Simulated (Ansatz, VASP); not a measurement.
# One calculation of CaMg, two programs

The input INCAR:

```
SYSTEM = CaMg
  ALGO = Fast
  EDIFF = 1E-6
  ENCUT = 520
  ISIF = 2
  ISMEAR = 0
  LASPH = .True.
  LCHARG = .False.
  LREAL = .False.
  LWAVE = .False.
  NBANDS = 13
  NELM = 80
  PREC = Accurate
  SIGMA = 0.15
```

KPOINTS

```
k-points
0
Gamma
  14 14 14
  0 0 0
```

Contents of POSCAR:

```
CaMg
1.0
    3.5276183235      0.0000000000      0.0000000000
    0.0000000000      3.5276183235      0.0000000000
    0.0000000000      0.0000000000      5.3538663295
Ca Mg
1 1
Direct
    0.0000000000      0.0000000000      0.0000000000
    0.5000000000      0.5000000000      0.5000000000
```

Input for Ansatz:

```yaml
crystal:
  lattice:
    - [3.5276183235, 0.0, 0.0]
    - [0.0, 3.5276183235, 0.0]
    - [0.0, 0.0, 5.3538663295]
  atoms:
    - { symbol: Ca, position: [0.0, 0.0, 0.0] }
    - { symbol: Mg, position: [0.5, 0.5, 0.5] }
basis:
  ecutwfc: 520.0
kpoints:
  mp_grid: { grid: [14, 14, 14] }
hamiltonian:
  xc: lda
scf:
  occupations: { method: gaussian, width: 0.15 }
output:
  forces: true
  stress: true
  eigenvalues: true
```

Alike in both runs: task single point; functional LDA; k mesh 14 × 14 × 14; occupations gaussian, width 0.15 eV; no spin polarisation.

```csv
,VASP,Ansatz
version,VASP 6.6.1,Ansatz 0.2.0
potentials or method,"VASP PAW LDA potentials, release 64 (Ca_sv, Mg), cutoff 520 eV","scalar-relativistic, plane waves, PAW"
valence electrons in the cell,12,20
```

```csv
,VASP,Ansatz,Ansatz less VASP
gap on the k mesh at the Fermi level (eV),none,none,-
pressure (GPa),-3.2,-3.0,+0.23
"traceless stress, the component that is largest in VASP (GPa)",-1.84,-1.73,+0.105
```

LDA's correlation is that of Perdew and Zunger in VASP and of Perdew and Wang (1992) in Ansatz. A gap of «none» marks a metal or a gap that the smearing closes. VASP's potentials hold 12 valence electrons a cell and Ansatz's 20, so a difference there can come from the potentials and not from the codes.
